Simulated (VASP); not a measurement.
Input of a VASP 6.6.1 run:

The input INCAR:

```
PREC = Accurate
ENCUT = 500
EDIFF = 1E-6
ISMEAR = 0
SIGMA = 0.03
LREAL = False
LASPH = True
NELM = 120
ALGO = Normal
ISIF = 2
LWAVE = False
LCHARG = False
GGA = PS
NBANDS = 17
GGA_COMPAT = False
```

The input KPOINTS:

```
regular mesh
0
Gamma
  10 10 10
```

POSCAR

```
SnTe
1.0
    0.0000000000      3.2511950000      3.1565000000
    3.2511950000      0.0000000000      3.1565000000
    3.2511950000      3.2511950000      0.0000000000
Sn Te
1 1
Direct
    0.0000000000      0.0000000000      0.0000000000
    0.5000000000      0.5000000000      0.5000000000
```

Potentials or basis: VASP PAW PBE potentials, release 64 (Sn_d, Te).

Command:

```bash
$ cat potpaw_PBE.64/Sn_d/POTCAR potpaw_PBE.64/Te/POTCAR > POTCAR
$ mpirun -np 1 vasp_std > vasp.out
```

**Question.** What does it give for the band gap on the k mesh?

**Answer.** Zero (filled and empty bands touch).

**Question.** Predict the pressure.

**Answer.** -2.8 GPa.

Stress tensor (GPa, compression positive):
```
-3.80  0.00  0.00
 0.00 -3.80  0.00
 0.00  0.00 -0.68
```

Caveat: the cell differs from its parent crystal (strain +0.0300 x Voigt [1, 1, 0, 0, 0, 0]); semilocal functionals underestimate gaps, so a narrow gap can read as zero; the PAW data sets were made with another functional, which shifts forces and pressure a little; spin-orbit coupling is left out, which moves the levels of the heavy elements.
